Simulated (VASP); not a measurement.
# Tl in VASP: notebook

The runs below take Tl through single point, with PBEsol.

Everything below comes from runs of VASP 6.6.1. Logs are shortened: lines on timing, memory, paths and dates and some standing lists are left out, and cuts for length are marked.

### 1 The cell of the first run

The structure is hexagonal, space group P6_3/mmc (No. 194). The conventional cell has a = 3.526 Å, b = 3.526 Å, c = 5.333 Å, α = 90.00°, β = 90.00°, γ = 120.00°. Within 4.4 Å of Tl (site symmetry -6m2) lie 12 Tl at 3.35 to 3.53 Å.

### 2 Single point, PBEsol

The input, INCAR:

```
SYSTEM = Tl
PREC     = Accurate       ! precision mode
ENCUT    = 520            ! plane-wave cutoff, eV
EDIFF    = 1E-7           ! SCF threshold, eV
ISMEAR   = 0              ! smearing method
SIGMA    = 0.1            ! smearing width, eV
LREAL    = .FALSE.        ! projectors in reciprocal space
LASPH    = .TRUE.         ! aspherical terms in the spheres
NELM     = 60             ! most SCF steps
ALGO     = Fast           ! electronic algorithm
ISIF     = 2              ! what is computed and relaxed
LWAVE    = .FALSE.        ! write WAVECAR
LCHARG   = .TRUE.         ! write CHGCAR
GGA      = PS             ! functional
LELF     = .TRUE.         ! ELF
LVHAR    = .TRUE.       
NBANDS   = 20             ! bands
ISYM     = 0
```

The input, KPOINTS:

```
Automatic mesh
0
G
  10 6 13
  0 0 0
```

The input, POSCAR:

```
Tl
1.0
    3.5261229966      0.0000000000      0.0000000000
   -1.7630614983      6.1453613477      0.0000000000
    1.7630614983      1.5174303043      2.6500118512
Tl
2
Direct
    0.0833333333      0.7500000000      0.5833333333
    0.9166666667      0.2500000000      0.4166666667
```

Potentials or basis: VASP PAW PBE potentials, release 64 (Tl_d).

The run is started by

```console
cat potpaw_PBE.64/Tl_d/POTCAR > POTCAR
mpirun -np 1 vasp_std > vasp.out
```

OUTCAR:

```text
SYSTEM = Tl
   PREC = Accurate
   ENCUT = 520
   EDIFF = 1E-7
   ISMEAR = 0
   LREAL = .FALSE.
   LASPH = .TRUE.
   NELM = 60
   ISIF = 2
   GGA = PS
   ISYM = 0

 ion  position               nearest neighbor table
   1  0.083  0.750  0.583-   2 3.35   2 3.35   2 3.35   2 3.35   2 3.35   2 3.35
   2  0.917  0.250  0.417-   1 3.35   1 3.35   1 3.35   1 3.35   1 3.35   1 3.35

IMPORTANT INFORMATION: All symmetrisations will be switched off!
NOSYMM: (Re-)initialisation of all symmetry stuff for point group C_1.

----------------------------------------------------------------------------------------

                                     Primitive cell

  volume of cell :      57.4239

  direct lattice vectors                    reciprocal lattice vectors
     3.526122997  0.000000000  0.000000000     0.283597595  0.081362181 -0.235267415
    -1.763061498  6.145361348  0.000000000     0.000000000  0.162724361 -0.093178027
     1.763061498  1.517430304  2.650011851     0.000000000  0.000000000  0.377356803

  length of vectors
     3.526122997  6.393266140  3.526122997     0.377356803  0.187513633  0.377356803

  position of ions in fractional coordinates (direct lattice)
     0.083333333  0.750000000  0.583333333
     0.916666667  0.250000000  0.416666667

  ion indices of the primitive-cell ions
   primitive index   ion index
                 1           1
                 2           2

----------------------------------------------------------------------------------------

 KPOINTS: Automatic mesh

Automatic generation of k-mesh.
 Grid dimensions read from file:
 generate k-points for:   10    6   13

 Generating k-lattice:

  Cartesian coordinates                     Fractional coordinates (reciprocal lattice)
     0.028359759  0.008136218 -0.023526742     0.100000000 -0.000000000  0.000000000
     0.000000000  0.027120727 -0.015529671     0.000000000  0.166666667 -0.000000000
     0.000000000  0.000000000  0.029027446     0.000000000  0.000000000  0.076923077

  Length of vectors
     0.037735680  0.031252272  0.029027446

  Shift w.r.t. Gamma in fractional coordinates (k-lattice)
     0.000000000  0.000000000  0.000000000

 -----------------------------------------------------------------------------
|                                                                             |
|           W    W    AA    RRRRR   N    N  II  N    N   GGGG   !!!           |
|           W    W   A  A   R    R  NN   N  II  NN   N  G    G  !!!           |
|           W    W  A    A  R    R  N N  N  II  N N  N  G       !!!           |
|           W WW W  AAAAAA  RRRRR   N  N N  II  N  N N  G  GGG   !            |
|           WW  WW  A    A  R   R   N   NN  II  N   NN  G    G                |
|           W    W  A    A  R    R  N    N  II  N    N   GGGG   !!!           |
|                                                                             |
|     Your reciprocal lattice and k-lattice belong to different lattice       |
|     classes:                                                                |
|                                                                             |
|        The reciprocal lattice is hexagonal,                                 |
|        whereas your k-lattice is triclinic.                                 |
|                                                                             |
|     Results are often still useful ...                                      |
|                                                                             |
 -----------------------------------------------------------------------------

 WARNING: IBZKPT: internal override: KBLOWUP is changed to .FALSE.
      ... skipping the blow-up phase ...

 Subroutine IBZKPT returns following result:
 ===========================================

 Found    392 irreducible k-points:

 Following reciprocal coordinates:
            Coordinates               Weight
  0.000000  0.000000  0.000000      1.000000
  0.100000  0.000000 -0.000000      2.000000
  0.200000  0.000000 -0.000000      2.000000
  0.300000  0.000000 -0.000000      2.000000
  0.400000  0.000000 -0.000000      2.000000
  0.500000  0.000000 -0.000000      1.000000
[... 16 lines left out ...]
 -0.400000  0.333333  0.000000      2.000000
 -0.300000  0.333333  0.000000      2.000000
 [... further k-points ...]
   k-points           NKPTS =    392   k-points in BZ     NKDIM =    392   number of bands    NBANDS=     20
   number of dos      NEDOS =    301   number of ions     NIONS =      2
   total plane-waves  NPLWV =  37632
   dimension x,y,z NGX =    28 NGY =   48 NGZ =   28
   dimension x,y,z NGXF=    56 NGYF=   96 NGZF=   56
   ions per type =               2
   NGX,Y,Z   is equivalent  to a cutoff of  13.20, 12.48, 13.20 a.u.
   NGXF,Y,Z  is equivalent  to a cutoff of  26.40, 24.96, 26.40 a.u.
 SYSTEM =  Tl
   PREC   = accura    normal or accurate (medium, high low for compatibility)
   ISTART =      0    job   : 0-new  1-cont  2-samecut
   ICHARG =      2    charge: 1-file 2-atom 10-const
   ISPIN  =      1    spin polarized calculation?
   LNONCOLLINEAR =      F non collinear calculations
   LSORBIT =      F    spin-orbit coupling
   LASPH  =      T    aspherical Exc in radial PAW
   ENCUT  =  520.0 eV  38.22 Ry    6.18 a.u.   6.56 11.89  6.56*2*pi/ulx,y,z
   NELM   =     60;   NELMIN=  2; NELMDL= -5     # of ELM steps
   EDIFF  = 0.1E-06   stopping-criterion for ELM
   LREAL  =      F    real-space projection
   EDIFFG = 0.1E-05   stopping-criterion for IOM
   NSW    =      0    number of steps for IOM
   IBRION =     -1    ionic relax: 0-MD 1-quasi-New 2-CG
   NFREE  =      0    steps in history (QN), initial steepest desc. (CG)
   ISIF   =      2    stress and relaxation
   ISYM   =      0    0-nonsym 1-usesym 2-fastsym
   POTIM  = 0.5000    time-step for ionic-motion
   TEBEG  =    0.0;   TEEND  =   0.0 temperature during run
   PSTRESS=    0.0 pullay stress
   NELECT =      26.0000    total number of electrons
   NUPDOWN=      -1.0000    fix difference up-down
   EMIN   =  10.00;   EMAX   =-10.00  energy-range for DOS
   EFERMI =   0.00;   METHOD = LEGACY
   ISMEAR =     0;   SIGMA  =   0.10  broadening in eV -4-tet -1-fermi 0-gaus
   EFERMI_NEDOS =   21; number of points for ismear=-14 and -15
   IALGO  =     68    algorithm
   IMIX   =      4    mixing-type and parameters
     AMIX     =   0.40;   BMIX     =  1.00
     AMIX_MAG =   1.60;   BMIX_MAG =  1.00
  volume/ion in A,a.u.               =      28.71       193.76
  Fermi-wavevector in a.u.,A,eV,Ry     =   1.257096  2.375567 21.501149  1.580290
  Thomas-Fermi vector in A             =   2.390772
   LORBIT       =      0    0 simple, 1 ext, 2 COOP (PROOUT), +10 PAW based schemes
   GGA     = PS    functional components
   LHFCALC =     F    Hartree Fock is set to
   AEXX    =    0.0000 exact exchange contribution
   IVDW    =     0    specifies the selected vdW correction
   LEPSILON=     F    determine dielectric tensor
   LRPA    =     F    only Hartree local field effects (RPA)
 non-spin polarized calculation
 RMM-DIIS sequential band-by-band and
 Gauss-broadening in eV      SIGMA  =   0.10
  energy-cutoff  :      520.00
  volume of cell :       57.42
 maximum number of plane-waves:      1580
 NGX is ok and might be reduce to    28
   NGX = 13   NGY = 23   NGZ = 13

 number of electron      25.9999998 magnetization

 Free energy of the ion-electron system (eV)
  ---------------------------------------------------
  ext. energy  EPLUGINS =         0.00000000
  ---------------------------------------------------
  free energy    TOTEN  =        -5.25872852 eV

  energy without entropy =       -5.25408362  energy(sigma->0) =       -5.25640607

 E-fermi :   6.3342     XC(G=0): -10.3425

 val. band max:        6.3258270211   @ k =   0.2000   0.1667   0.1538
 cond. band min:       6.3358998677   @ k =  -0.2000  -0.1667   0.3077
 fundamental gap:      0.0100728467
 Fermi energy:         6.3342286512

 k-point     1 :       0.0000    0.0000    0.0000
  band No.  band energies     occupation
      1      -5.3974      2.00000
      2      -5.1380      2.00000
      3      -5.1376      2.00000
      4      -5.1040      2.00000
      5      -5.0960      2.00000
      6      -5.0929      2.00000
[... 12 lines left out ...]
     19      16.5616      0.00000
     20      18.3930      0.00000

 k-point     2 :       0.1000    0.0000   -0.0000
  band No.  band energies     occupation
      1      -5.3644      2.00000
      2      -5.1919      2.00000
      3      -5.1525      2.00000
      4      -5.1274      2.00000
      5      -5.0832      2.00000
      6      -5.0514      2.00000
[... 12 lines left out ...]
     19      17.3715      0.00000
     20      17.5462      0.00000

 k-point     3 :       0.2000    0.0000   -0.0000
  band No.  band energies     occupation
      1      -5.3514      2.00000
      2      -5.2109      2.00000
      3      -5.1934      2.00000
      4      -5.1607      2.00000
      5      -5.0928      2.00000
      6      -4.9803      2.00000
[... 12 lines left out ...]
     19      16.0612      0.00000
     20      16.9977      0.00000

 k-point     4 :       0.3000    0.0000   -0.0000
  band No.  band energies     occupation
      1      -5.4001      2.00000
      2      -5.3012      2.00000
      3      -5.2349      2.00000
      4      -5.1347      2.00000
      5      -5.0866      2.00000
      6      -4.9053      2.00000
[... 429 lines left out ...]
 k-point    23 :      -0.4000    0.3333    0.0000
  band No.  band energies     occupation
      1      -5.4830      2.00000
      2      -5.3608      2.00000
      3      -5.2494      2.00000
      4      -5.2293      2.00000
      5      -4.9625      2.00000
      6      -4.9504      2.00000
[... 12 lines left out ...]
     19      14.6984      0.00000
     20      16.0566      0.00000

 k-point    24 :      -0.3000    0.3333    0.0000
  band No.  band energies     occupation
      1      -5.4281      2.00000
      2      -5.2693      2.00000
      3      -5.2148      2.00000
      4      -5.2090      2.00000
      5      -5.0202      2.00000
      6      -4.8943      2.00000
[... 12 lines left out ...]
     19      15.4279      0.00000
     20      16.6975      0.00000

 [... further k-points ...]

------------------------ aborting loop because EDIFF is reached ----------------------------------------

  FORCE on cell =-STRESS in cart. coord.  units (eV):
  Direction    XX          YY          ZZ          XY          YZ          ZX
  --------------------------------------------------------------------------------------
  -------------------------------------------------------------------------------------
  Total       -0.2192629      0.1833784      0.0197824      0.0367604     -0.1611739     -0.0557234
  in kB       -6.1176277      5.1164197      0.5519467      1.0256478     -4.4968924     -1.5547326
  external PRESSURE =      -0.1497538 kB  Pullay stress =       0.0000000 kB

 VOLUME and BASIS-vectors are now :
 -----------------------------------------------------------------------------
  energy-cutoff  :      520.00
  volume of cell :       57.42
      direct lattice vectors                 reciprocal lattice vectors
     3.526122997  0.000000000  0.000000000     0.283597595  0.081362181 -0.235267415
    -1.763061498  6.145361348  0.000000000     0.000000000  0.162724361 -0.093178027
     1.763061498  1.517430304  2.650011851     0.000000000  0.000000000  0.377356803

 POSITION                                       TOTAL-FORCE (eV/Angst)
 -----------------------------------------------------------------------------------
     -0.00000      5.49419      1.54584        -0.008040     -0.004405     -0.002842
      3.52612      2.16860      1.10417         0.008040      0.004405      0.002842
 -----------------------------------------------------------------------------------
    total drift:                               -0.000000     -0.000000     -0.000000

  FREE ENERGIE OF THE ION-ELECTRON SYSTEM (eV)
  ---------------------------------------------------
  free  energy   TOTEN  =        -5.2587285226 eV

  energy  without entropy=       -5.2540836210  energy(sigma->0) =       -5.25640607
```

Run time: 3.9 min. Hardware: 1 thread of Intel Xeon Platinum 8488C (Sapphire Rapids), shared host; peak memory 0.46 GiB.

Results:

```yaml
Free_energy: -5.2587 eV
Pressure: 0.0 GPa
Largest_force: 0.010 eV/Å
Band_gap_on_the_k_mesh: zero (bands 13 and 14 overlap by 6.43 eV)
```

Forces on the atoms (eV/Å):
```
Tl  -0.008 -0.004 -0.003
Tl   0.008  0.004  0.003
```

Caveat: the PAW data sets were made with another functional, which shifts forces and pressure a little; spin-orbit coupling is left out, which moves the levels of the heavy elements.

### 3 Single point, PBEsol (strained and its atoms moved)

The input, INCAR:

```
SYSTEM = Tl
PREC     = Accurate       ! precision mode
ENCUT    = 500            ! plane-wave cutoff, eV
EDIFF    = 1E-6           ! SCF threshold, eV
ISMEAR   = 0              ! smearing method
SIGMA    = 0.1            ! smearing width, eV
LREAL    = .FALSE.        ! projectors in reciprocal space
LASPH    = .TRUE.         ! aspherical terms in the spheres
NELM     = 120            ! most SCF steps
ALGO     = Normal         ! electronic algorithm
ISIF     = 2              ! what is computed and relaxed
LWAVE    = .FALSE.        ! write WAVECAR
LCHARG   = .TRUE.         ! write CHGCAR
GGA      = PS             ! functional
LELF     = .TRUE.         ! ELF
LVHAR    = .TRUE.       
NBANDS   = 20             ! bands
GGA_COMPAT= .FALSE.
```

The input, KPOINTS:

```
Automatic mesh
0
G
  12 12 8
  0 0 0
```

The input, POSCAR:

```
Tl
1.0
    3.5033109740      0.0725068455      0.0000000000
   -1.6888627169      3.0702228410      0.0000000000
    0.0000000000      0.0000000000      5.1703502500
Tl
2
Direct
    0.3433567802      0.6566432198      0.2500000000
    0.6566432198      0.3433567802      0.7500000000
```

Potentials or basis: VASP PAW PBE potentials, release 64 (Tl_d).

The run is started by

```console
cat potpaw_PBE.64/Tl_d/POTCAR > POTCAR
mpirun -np 1 vasp_std > vasp.out
```

It took 60 s on 1 thread of Intel Xeon 6975P-C (Granite Rapids), shared host; peak memory 0.31 GiB.

Results (log left out):

```yaml
Free_energy: -5.2354 eV
Pressure: 1.0 GPa
Largest_force: 0.138 eV/Å
Band_gap_on_the_k_mesh: zero (bands 13 and 14 overlap by 7.19 eV)
```

Forces in eV/Å, atoms in the order of the input:
```
Tl  -0.120  0.069  0.000
Tl   0.120 -0.069  0.000
```

Stress tensor (GPa, compression positive):
```
 0.74 -0.76  0.00
-0.76 -0.14  0.00
 0.00  0.00  2.51
```

Levels at points of the mesh, in eV from the Fermi level:
| k point | band 10 | band 11 | band 12 | band 13 | band 14 | band 15 | band 16 | band 17 |
| --- | --- | --- | --- | --- | --- | --- | --- | --- |
| (0.00, 0.00, 0.00) | -10.94 | -10.18 | -4.15 | -2.56 | 6.93 | 7.07 | 8.71 | 9.19 |
| (0.50, 0.00, 0.00) | -10.90 | -6.38 | -4.92 | -0.27 | 1.19 | 1.23 | 3.46 | 4.21 |
| (0.50, 0.50, 0.00) | -10.94 | -5.76 | -5.09 | 0.09 | 1.25 | 2.02 | 2.60 | 3.83 |
| (0.00, 0.00, 0.50) | -11.11 | -8.54 | -8.54 | 4.81 | 4.81 | 7.82 | 7.82 | 8.32 |
| (0.50, 0.00, 0.50) | -11.02 | -5.06 | -5.06 | -2.32 | -2.32 | 5.43 | 5.43 | 6.86 |
| (0.50, 0.50, 0.50) | -10.98 | -4.54 | -4.54 | -2.37 | -2.37 | 4.61 | 4.61 | 6.48 |

Caveat: the cell differs from its parent crystal (strained and its atoms moved); the PAW data sets were made with another functional, which shifts forces and pressure a little; spin-orbit coupling is left out, which moves the levels of the heavy elements.
